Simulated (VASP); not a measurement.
Write the native input for VASP 6.6.1 that does the following.

| Item | Value |
| --- | --- |
| Task | single point |
| Functional | PBE |
| Potentials or basis | VASP PAW PBE potentials, release 64 (Rb_sv, Sr_sv) |
| Cutoff | 500 eV |
| k mesh | 4 × 4 × 4 |
| Occupations | fermi-dirac, width 0.1 eV |
| Spin | no spin polarisation |
| Dipole correction | no |
| Further INCAR settings | ALGO = Normal; EDIFF = 1e-06; NBANDS = 26 |

The structure of Rb3Sr lies in POSCAR:

```
Rb3Sr
1.0
    6.8286380000      0.0000000000      0.0000000000
    0.0000000000      6.8286380000      0.0000000000
    0.0000000000      0.0000000000      6.8286380000
Rb Sr
3 1
Direct
    0.5000000000      0.0000000000      0.0000000000
    0.0000000000      0.5000000000      0.0000000000
    0.0000000000      0.0000000000      0.5000000000
    0.5000000000      0.5000000000      0.5000000000
```

These files were run (other wordings do the same):

INCAR

```
SYSTEM = Rb3Sr
PREC     = Accurate       ! precision mode
ENCUT    = 500            ! plane-wave cutoff, eV
EDIFF    = 1E-6           ! SCF threshold, eV
ISMEAR   = -1             ! smearing method
SIGMA    = 0.1            ! smearing width, eV
LREAL    = .False.        ! projectors in reciprocal space
LASPH    = .True.         ! aspherical terms in the spheres
NELM     = 120            ! most SCF steps
ALGO     = Normal         ! electronic algorithm
ISIF     = 2              ! what is computed and relaxed
LWAVE    = .False.        ! write WAVECAR
LCHARG   = .True.         ! write CHGCAR
GGA      = PE             ! functional
LELF     = .True.         ! ELF
LVHAR    = .True.       
NBANDS   = 26             ! bands
GGA_COMPAT= .False.
```

KPOINTS

```
regular mesh
0
Gamma
  4 4 4
  0 0 0
```

Potentials or basis: VASP PAW PBE potentials, release 64 (Rb_sv, Sr_sv).

Run with:

```bash
$ cat potpaw_PBE.64/Rb_sv/POTCAR potpaw_PBE.64/Sr_sv/POTCAR > POTCAR
$ mpirun -np 1 vasp_std > vasp.out
```

Results of the run:

The pressure is 0.0 GPa.

Wall time 38 s on 1 thread of Intel(R) Xeon(R) 6975P-C (Granite Rapids), on a shared host, peak memory 0.37 GiB.
